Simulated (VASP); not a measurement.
# Li (Im-3m) in VASP: notebook

Li is run at these levels: PBE+D3(BJ); tasks: single point.

All numbers are computed with VASP 6.6.1; they aren't measurements. Logs are shortened: lines on timing, memory, paths and dates and some standing lists are left out, and cuts for length are marked.

### Step 1. The cell of the first run

The structure is cubic, space group Im-3m (No. 229). The conventional cell has a = 3.509 Å, b = 3.509 Å, c = 3.509 Å, α = 90.00°, β = 90.00°, γ = 90.00°. Li (site symmetry m-3m) has 14 Li at 3.04 to 3.51 Å within 4.0 Å.

### Step 2. Single point, PBE+D3(BJ)

The input, INCAR:

```
SYSTEM = Li
PREC     = Accurate       ! precision mode
ENCUT    = 520            ! plane-wave cutoff, eV
EDIFF    = 1E-7           ! SCF threshold, eV
ISMEAR   = 0              ! smearing method
SIGMA    = 0.1            ! smearing width, eV
LREAL    = .False.        ! projectors in reciprocal space
LASPH    = .True.         ! aspherical terms in the spheres
NELM     = 60             ! most SCF steps
ALGO     = Normal         ! electronic algorithm
ISIF     = 2              ! what is computed and relaxed
LWAVE    = .False.        ! write WAVECAR
LCHARG   = .False.        ! write CHGCAR
GGA      = PE             ! functional
IVDW     = 12             ! dispersion correction
NBANDS   = 8              ! bands
```

The input, KPOINTS:

```
regular mesh
0
Gamma
  16 16 16
  0 0 0
```

The input, POSCAR:

```
Li
1.0
   -1.7546500000      1.7546500000      1.7546500000
    1.7546500000     -1.7546500000      1.7546500000
    1.7546500000      1.7546500000     -1.7546500000
Li
1
Direct
    0.0000000000      0.0000000000      0.0000000000
```

Potentials or basis: VASP PAW PBE potentials, release 64 (Li_sv).

On the command line:

```console
$ cat potpaw_PBE.64/Li_sv/POTCAR > POTCAR
$ mpirun -np 1 vasp_std > vasp.out
```

OUTCAR:

```text
SYSTEM = Li
   PREC = Accurate
   ENCUT = 520
   EDIFF = 1E-7
   ISMEAR = 0
   LREAL = .False.
   LASPH = .True.
   NELM = 60
   ISIF = 2
   GGA = PE
   IVDW = 12
 IVDW          = 12

 ion  position               nearest neighbor table
   1  0.000  0.000  0.000-

  LATTYP: Found a body centered cubic cell.
 ALAT       =     3.5093000000

  Lattice vectors:

 A1 = (  -1.7546500000,   1.7546500000,   1.7546500000)
 A2 = (   1.7546500000,  -1.7546500000,   1.7546500000)
 A3 = (   1.7546500000,   1.7546500000,  -1.7546500000)

Analysis of symmetry for initial positions (statically):
=====================================================================
 Subroutine PRICEL returns:
 Original cell was already a primitive cell.

 Routine SETGRP: Setting up the symmetry group for a
 body centered cubic supercell.

 Subroutine GETGRP returns: Found 48 space group operations
[... 9 lines left out ...]

 Routine SETGRP: Setting up the symmetry group for a
 body centered cubic supercell.

 Subroutine GETGRP returns: Found 48 space group operations
[... 11 lines left out ...]
                                     Primitive cell

  volume of cell :      21.6088

  direct lattice vectors                    reciprocal lattice vectors
    -1.754650000  1.754650000  1.754650000     0.000000000  0.284957114  0.284957114
     1.754650000 -1.754650000  1.754650000     0.284957114  0.000000000  0.284957114
     1.754650000  1.754650000 -1.754650000     0.284957114  0.284957114  0.000000000

  length of vectors
     3.039142950  3.039142950  3.039142950     0.402990215  0.402990215  0.402990215

  position of ions in fractional coordinates (direct lattice)
     0.000000000  0.000000000  0.000000000

  ion indices of the primitive-cell ions
   primitive index   ion index
                 1           1

----------------------------------------------------------------------------------------

 KPOINTS: regular mesh

Automatic generation of k-mesh.
 Grid dimensions read from file:
 generate k-points for:   16   16   16

 Generating k-lattice:

  Cartesian coordinates                     Fractional coordinates (reciprocal lattice)
     0.000000000  0.017809820  0.017809820     0.062500000  0.000000000  0.000000000
     0.017809820  0.000000000  0.017809820     0.000000000  0.062500000  0.000000000
     0.017809820  0.017809820  0.000000000     0.000000000  0.000000000  0.062500000

  Length of vectors
     0.025186888  0.025186888  0.025186888

  Shift w.r.t. Gamma in fractional coordinates (k-lattice)
     0.000000000  0.000000000  0.000000000

 Subroutine IBZKPT returns following result:
 ===========================================

 Found    145 irreducible k-points:

 Following reciprocal coordinates:
            Coordinates               Weight
  0.000000  0.000000  0.000000      1.000000
  0.062500  0.000000  0.000000     12.000000
  0.125000  0.000000  0.000000     12.000000
  0.187500  0.000000  0.000000     12.000000
  0.250000  0.000000  0.000000     12.000000
  0.312500  0.000000  0.000000     12.000000
[... 16 lines left out ...]
  0.187500  0.187500  0.000000     24.000000
  0.250000  0.187500  0.000000     48.000000
 [... further k-points ...]
   k-points           NKPTS =    145   k-points in BZ     NKDIM =    145   number of bands    NBANDS=      8
   number of dos      NEDOS =    301   number of ions     NIONS =      1
   total plane-waves  NPLWV =  13824
   dimension x,y,z NGX =    24 NGY =   24 NGZ =   24
   dimension x,y,z NGXF=    48 NGYF=   48 NGZF=   48
   ions per type =               1
   NGX,Y,Z   is equivalent  to a cutoff of  13.13, 13.13, 13.13 a.u.
   NGXF,Y,Z  is equivalent  to a cutoff of  26.26, 26.26, 26.26 a.u.
 SYSTEM =  Li
   PREC   = accura    normal or accurate (medium, high low for compatibility)
   ISTART =      0    job   : 0-new  1-cont  2-samecut
   ICHARG =      2    charge: 1-file 2-atom 10-const
   ISPIN  =      1    spin polarized calculation?
   LNONCOLLINEAR =      F non collinear calculations
   LSORBIT =      F    spin-orbit coupling
   LASPH  =      T    aspherical Exc in radial PAW
   ENCUT  =  520.0 eV  38.22 Ry    6.18 a.u.   5.65  5.65  5.65*2*pi/ulx,y,z
   NELM   =     60;   NELMIN=  2; NELMDL= -5     # of ELM steps
   EDIFF  = 0.1E-06   stopping-criterion for ELM
   LREAL  =      F    real-space projection
   EDIFFG = 0.1E-05   stopping-criterion for IOM
   NSW    =      0    number of steps for IOM
   IBRION =     -1    ionic relax: 0-MD 1-quasi-New 2-CG
   NFREE  =      0    steps in history (QN), initial steepest desc. (CG)
   ISIF   =      2    stress and relaxation
   ISYM   =      2    0-nonsym 1-usesym 2-fastsym
   POTIM  = 0.5000    time-step for ionic-motion
   TEBEG  =    0.0;   TEEND  =   0.0 temperature during run
   PSTRESS=    0.0 pullay stress
   NELECT =       3.0000    total number of electrons
   NUPDOWN=      -1.0000    fix difference up-down
   EMIN   =  10.00;   EMAX   =-10.00  energy-range for DOS
   EFERMI =   0.00;   METHOD = LEGACY
   ISMEAR =     0;   SIGMA  =   0.10  broadening in eV -4-tet -1-fermi 0-gaus
   EFERMI_NEDOS =   21; number of points for ismear=-14 and -15
   IALGO  =     38    algorithm
   IMIX   =      4    mixing-type and parameters
     AMIX     =   0.40;   BMIX     =  1.00
     AMIX_MAG =   1.60;   BMIX_MAG =  1.00
  volume/ion in A,a.u.               =      21.61       145.82
  Fermi-wavevector in a.u.,A,eV,Ry     =   0.847692  1.601906  9.776898  0.718582
  Thomas-Fermi vector in A             =   1.963238
   LORBIT       =      0    0 simple, 1 ext, 2 COOP (PROOUT), +10 PAW based schemes
   GGA     = PE    functional components
   LHFCALC =     F    Hartree Fock is set to
   AEXX    =    0.0000 exact exchange contribution
   IVDW    =    12    specifies the selected vdW correction
   LEPSILON=     F    determine dielectric tensor
   LRPA    =     F    only Hartree local field effects (RPA)
 non-spin polarized calculation
 Gauss-broadening in eV      SIGMA  =   0.10
  energy-cutoff  :      520.00
  volume of cell :       21.61
 maximum number of plane-waves:       603
   NGX = 11   NGY = 11   NGZ = 11

 number of electron       2.9999991 magnetization

 Free energy of the ion-electron system (eV)
  ---------------------------------------------------
  ext. energy  EPLUGINS =         0.00000000
  ---------------------------------------------------
  free energy    TOTEN  =        -1.90284118 eV

  energy without entropy =       -1.89995653  energy(sigma->0) =       -1.90139885

 E-fermi :   0.4431     XC(G=0):  -6.8905

 val. band max:        0.4180291555   @ k =   0.2500   0.2500   0.0000
 cond. band min:       0.4541864644   @ k =   0.3125   0.1875   0.0000
 fundamental gap:      0.0361573090
 Fermi energy:         0.4430729451

 k-point     1 :       0.0000    0.0000    0.0000
  band No.  band energies     occupation
      1     -46.1884      2.00000
      2      -3.0245      2.00000
      3      14.4010      0.00000
      4      14.4010      0.00000
      5      14.4010      0.00000
      6      19.0437      0.00000
      7      19.0437      0.00000
      8      19.0437      0.00000

 k-point     2 :       0.0625    0.0000    0.0000
  band No.  band energies     occupation
      1     -46.1877      2.00000
      2      -2.9521      2.00000
      3      13.9243      0.00000
      4      14.0454      0.00000
      5      14.2796      0.00000
      6      17.9377      0.00000
      7      18.1209      0.00000
      8      19.2887      0.00000

 k-point     3 :       0.1250    0.0000    0.0000
  band No.  band energies     occupation
      1     -46.1861      2.00000
      2      -2.7354      2.00000
      3      12.5345      0.00000
      4      13.2833      0.00000
      5      13.9351      0.00000
      6      16.9375      0.00000
      7      16.9418      0.00000
      8      18.9020      0.00000

 k-point     4 :       0.1875    0.0000    0.0000
  band No.  band energies     occupation
      1     -46.1837      2.00000
      2      -2.3743      2.00000
      3      10.6757      0.00000
      4      12.4660      0.00000
      5      13.4446      0.00000
      6      15.9134      0.00000
      7      16.5391      0.00000
      8      18.9414      0.00000

 k-point     5 :       0.2500    0.0000    0.0000
  band No.  band energies     occupation
      1     -46.1808      2.00000
      2      -1.8700      2.00000
      3       8.7663      0.00000
      4      11.7356      0.00000
      5      12.9203      0.00000
      6      15.0651      0.00000
      7      16.4332      0.00000
      8      19.3237      0.00000

 k-point     6 :       0.3125    0.0000    0.0000
  band No.  band energies     occupation
      1     -46.1779      2.00000
      2      -1.2296      2.00000
      3       6.9727      0.00000
      4      11.1439      0.00000
      5      12.4513      0.00000
      6      14.4029      0.00000
      7      16.4805      0.00000
      8      19.9641      0.00000

 k-point     7 :       0.3750    0.0000    0.0000
  band No.  band energies     occupation
      1     -46.1755      2.00000
      2      -0.4770      2.00000
      3       5.3755      0.00000
      4      10.7123      0.00000
      5      12.0906      0.00000
      6      13.9292      0.00000
      7      16.6007      0.00000
      8      20.7838      0.00000
[... 133 lines left out ...]
 k-point    20 :       0.3125    0.1250    0.0000
  band No.  band energies     occupation
      1     -46.1748      2.00000
      2      -0.2446      2.00000
      3       5.4617      0.00000
      4       9.2300      0.00000
      5      11.1513      0.00000
      6      16.0449      0.00000
      7      17.1605      0.00000
      8      20.7030      0.00000

 k-point    21 :       0.3750    0.1250    0.0000
  band No.  band energies     occupation
      1     -46.1733      2.00000
      2       0.5494      0.13277
      3       4.1630      0.00000
      4       8.9792      0.00000
      5      10.9166      0.00000
      6      15.8713      0.00000
      7      17.4066      0.00000
      8      21.3954      0.00000

 k-point    22 :       0.4375    0.1250    0.0000
  band No.  band energies     occupation
      1     -46.1728      2.00000
      2       0.9918      0.00000
      3       3.5511      0.00000
      4       8.8954      0.00000
      5      10.8374      0.00000
      6      15.8095      0.00000
      7      17.5111      0.00000
      8      22.1111      0.00000

 k-point    23 :       0.1875    0.1875    0.0000
  band No.  band energies     occupation
      1     -46.1773      2.00000
      2      -1.0732      2.00000
      3       7.6558      0.00000
      4       8.9649      0.00000
      5      11.5345      0.00000
      6      16.6332      0.00000
      7      17.2053      0.00000
      8      20.2091      0.00000

 k-point    24 :       0.2500    0.1875    0.0000
  band No.  band energies     occupation
      1     -46.1750      2.00000
      2      -0.3600      2.00000
      3       6.2029      0.00000
      4       8.2574      0.00000
      5      11.1388      0.00000
      6      16.7772      0.00000
      7      17.5290      0.00000
      8      20.8723      0.00000

 [... further k-points ...]

------------------------ aborting loop because EDIFF is reached ----------------------------------------

 Edisp (eV)   -0.15881

 E8    (eV) :    -0.0663

  FORCE on cell =-STRESS in cart. coord.  units (eV):
  Direction    XX          YY          ZZ          XY          YZ          ZX
  --------------------------------------------------------------------------------------
  -------------------------------------------------------------------------------------
  Total      -0.27127    -0.27127    -0.27127    -0.00000    -0.00000    -0.00000
  in kB     -20.11306   -20.11306   -20.11306    -0.00000    -0.00000    -0.00000
  external pressure =      -20.11 kB  Pullay stress =        0.00 kB

 VOLUME and BASIS-vectors are now :
 -----------------------------------------------------------------------------
  energy-cutoff  :      520.00
  volume of cell :       21.61
      direct lattice vectors                 reciprocal lattice vectors
    -1.754650000  1.754650000  1.754650000     0.000000000  0.284957114  0.284957114
     1.754650000 -1.754650000  1.754650000     0.284957114  0.000000000  0.284957114
     1.754650000  1.754650000 -1.754650000     0.284957114  0.284957114  0.000000000

 POSITION                                       TOTAL-FORCE (eV/Angst)
 -----------------------------------------------------------------------------------
      0.00000      0.00000      0.00000         0.000000     -0.000000      0.000000
 -----------------------------------------------------------------------------------
    total drift:                               -0.000000     -0.000000      0.000000

  FREE ENERGIE OF THE ION-ELECTRON SYSTEM (eV)
  ---------------------------------------------------
  free  energy   TOTEN  =        -2.0616477469 eV

  energy  without entropy=       -2.0587630949  energy(sigma->0) =       -2.06020542
```

Wall time 17 s (1 thread of AMD EPYC 7R13 (Zen 3), shared host); peak memory 0.12 GiB.

What came out:

```
Free energy                : -2.0616 eV
Dispersion energy per atom : -0.159 eV
```

Caveat: the cutoff is under 1.25 times the usual one of these potentials, so pressure, stress and relaxed cells hold a basis-set (Pulay) error; pairwise dispersion overbinds metals, which lowers pressure and volume.

### Step 3. Single point, PBE+D3(BJ) (volume scaled by 0.91)

The input, INCAR:

```
SYSTEM = Li
ALGO = Normal ; EDIFF = 1E-6
ENCUT = 520 ; GGA = PE
ISIF = 2 ; ISMEAR = 0
IVDW = 12 ; LASPH = .TRUE.
LCHARG = .TRUE. ; LELF = .TRUE.
LREAL = .FALSE. ; LVHAR = .TRUE.
LWAVE = .FALSE. ; NBANDS = 8
NELM = 100 ; PREC = Accurate
SIGMA = 0.1
```

The input, KPOINTS:

```
k-points
0
G
  18 18 18
  0 0 0
```

The input, POSCAR:

```
Li
1.0
   -1.6104010311      1.6104010311      1.6104010311
    1.6104010311     -1.6104010311      1.6104010311
    1.6104010311      1.6104010311     -1.6104010311
Li
1
Direct
    0.0000000000      0.0000000000      0.0000000000
```

Potentials or basis: VASP PAW PBE potentials, release 64 (Li_sv).

On the command line:

```console
$ cat potpaw_PBE.64/Li_sv/POTCAR > POTCAR
$ mpirun -np 1 vasp_std > vasp.out
```

It took 20 s on 1 thread of AMD EPYC 7R13 (Zen 3), shared host; peak memory 0.12 GiB.

The run converged. Its results:

```yaml
Free_energy: -2.0749 eV
Dispersion_energy_per_atom: -0.205 eV
```

Levels at points of the mesh, in eV from the Fermi level:
```
           k point  band 1  band 2  band 3  band 4
(0.00, 0.00, 0.00)  -46.23   -3.81   16.76   16.76
(0.50, 0.00, 0.00)  -46.18    0.19    3.95   11.84
(0.50, 0.50, 0.50)  -46.16    6.25    6.25    6.25
```

Caveat: the cutoff is under 1.25 times the usual one of these potentials, so pressure, stress and relaxed cells hold a basis-set (Pulay) error; pairwise dispersion overbinds metals, which lowers pressure and volume.

### Step 4. Single point, PBE+D3(BJ) (volume scaled by 0.94)

The input, INCAR:

```
SYSTEM = Li
PREC     = Accurate       ! precision mode
ENCUT    = 520            ! plane-wave cutoff, eV
EDIFF    = 1E-6           ! SCF threshold, eV
ISMEAR   = 0              ! smearing method
SIGMA    = 0.1            ! smearing width, eV
LREAL    = .False.        ! projectors in reciprocal space
LASPH    = .True.         ! aspherical terms in the spheres
NELM     = 80             ! most SCF steps
ALGO     = Normal         ! electronic algorithm
ISIF     = 2              ! what is computed and relaxed
LWAVE    = .False.        ! write WAVECAR
LCHARG   = .False.        ! write CHGCAR
GGA      = PE             ! functional
IVDW     = 12             ! dispersion correction
NBANDS   = 8              ! bands
```

The input, KPOINTS:

```
regular mesh
0
Gamma
  18 18 18
  0 0 0
```

The input, POSCAR:

```
Li
1.0
   -1.6279067616      1.6279067616      1.6279067616
    1.6279067616     -1.6279067616      1.6279067616
    1.6279067616      1.6279067616     -1.6279067616
Li
1
Direct
    0.0000000000      0.0000000000      0.0000000000
```

On the command line:

```console
$ cat potpaw_PBE.64/Li_sv/POTCAR > POTCAR
$ mpirun -np 1 vasp_std > vasp.out
```

It took 19 s on 1 thread of AMD EPYC 7R13 (Zen 3), shared host; peak memory 0.12 GiB.

Results (log left out):

* Free energy: -2.0798 eV
* Dispersion energy per atom: -0.199 eV

Levels at points of the mesh, in eV from the Fermi level:
```tsv
k point	band 1	band 2	band 3	band 4	band 5	band 6
(0.00, 0.00, 0.00)	-46.27	-3.77	16.37	16.37	16.37	21.49
(0.50, 0.00, 0.00)	-46.24	0.20	3.82	11.58	13.18	15.07
(0.50, 0.50, 0.50)	-46.21	6.12	6.12	6.12	8.52	8.52
```

Caveat: the cutoff is under 1.25 times the usual one of these potentials, so pressure, stress and relaxed cells hold a basis-set (Pulay) error; pairwise dispersion overbinds metals, which lowers pressure and volume.

### Step 5. Summary

| cell | k mesh | gap on the mesh (eV) |
| --- | --- | --- |
| a = 3.039 Å, angles 109.5°, 1 atom | 16 × 16 × 16 | none |
| a = 2.789 Å, angles 109.5°, 1 atom | 18 × 18 × 18 | none |
| a = 2.820 Å, angles 109.5°, 1 atom | 18 × 18 × 18 | none |

Alike in all rows: task single point; level PBE+D3(BJ); potentials or basis VASP PAW PBE potentials, release 64 (Li_sv); no spin polarisation; cutoff (eV) 520; smearing gaussian 0.1 eV.

Caveats: the cutoff is under 1.25 times the usual one of these potentials, so pressure, stress and relaxed cells hold a basis-set (Pulay) error; pairwise dispersion overbinds metals, which lowers pressure and volume.

Total energies depend on the potentials used, so only differences within one code and one set of settings carry meaning.
